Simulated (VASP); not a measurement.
Write the native input for VASP 6.6.1 that does the following.

| Item | Value |
| --- | --- |
| Task | single point |
| Functional | PBEsol |
| Potentials or basis | VASP PAW PBE potentials, release 64 (Cs_sv) |
| Cutoff | 520 eV |
| k mesh | 7 × 7 × 7 |
| Occupations | fermi-dirac, width 0.05 eV |
| Spin | no spin polarisation |
| Dipole correction | no |
| Further INCAR settings | ALGO = Fast; EDIFF = 1e-06; NBANDS = 10 |

The structure of Cs lies in POSCAR:

```
Cs
1.0
   -1.7765733167      1.7765733167      2.5193565464
    1.7765733167     -1.7765733167      2.5193565464
    1.7765733167      1.7765733167     -2.5193565464
Cs
1
Direct
    0.0000000000      0.0000000000      0.0000000000
```

One way to write it, as run:

INCAR

```
PREC = Accurate ; ENCUT = 520
EDIFF = 1E-6 ; ISMEAR = -1
SIGMA = 0.05 ; LREAL = False
LASPH = True ; NELM = 60
ALGO = Fast ; ISIF = 2
LWAVE = False ; LCHARG = False
GGA = PS ; NBANDS = 10
```

KPOINTS

```
regular mesh
0
Gamma
  7 7 7
```

Potentials or basis: VASP PAW PBE potentials, release 64 (Cs_sv).

Command:

```sh
$ cat potpaw_PBE.64/Cs_sv/POTCAR > POTCAR
$ mpirun -np 1 vasp_std > vasp.out
```

It gave:

```json
{"Pressure": "10.5 GPa"}
```

Caveat: the PAW data sets were made with another functional, which shifts forces and pressure a little.

It took 16 s on 1 thread of Intel(R) Xeon(R) Platinum 8259CL CPU @ 2.50GHz (Skylake/Cascade Lake), with other jobs on the host, peak memory 0.15 GiB.
